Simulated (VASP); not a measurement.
Crystal: AlN (lda).

```
CELL_PARAMETERS angstrom
0.00000 2.19000 2.19000
2.19000 0.00000 2.19000
2.19000 2.19000 0.00000
ATOMIC_POSITIONS crystal
Al 0.00000 0.00000 0.00000
N 0.25000 0.25000 0.25000
```

```yaml
Program: VASP 6.6.1
Task: relaxation of cell and atoms
Functional: LDA
Potentials_or_basis: VASP PAW LDA potentials, release 64 (Al, N)
Cutoff: 600 eV
k_mesh: 8 × 8 × 8
Occupations: gaussian, width 0.02 eV
Spin: no spin polarisation
```

At the start: pressure -4.7 GPa; volume 10.50 Å³/atom.

Q: How do energy, volume and symmetry change on relaxing?

A: Over 3 steps the energy falls by 3.7 meV/atom and the volume is 10.26 Å³/atom (-2.3 %); space group F-43m (No. 216, to 0.05 Å).

Step by step:
```tsv
step	energy change (eV)	largest force (eV/Å)	pressure (GPa)	volume (Å³)
1	0.0000	0.0000	-4.73	21.01
2	-0.0008	0.0000	4.79	20.08
3	-0.0073	0.0000	-0.02	20.52
```

Final structure:
```cif
data_structure
_symmetry_space_group_name_H-M 'P 1'
_symmetry_Int_Tables_number 1
_cell_length_a 3.0731
_cell_length_b 3.0731
_cell_length_c 3.0731
_cell_angle_alpha 60.000
_cell_angle_beta 60.000
_cell_angle_gamma 60.000
_cell_volume 20.52
loop_
_atom_site_label
_atom_site_type_symbol
_atom_site_fract_x
_atom_site_fract_y
_atom_site_fract_z
_atom_site_occupancy
Al1 Al 0.00000 0.00000 0.00000 1
N1 N 0.25000 0.25000 0.25000 1
```
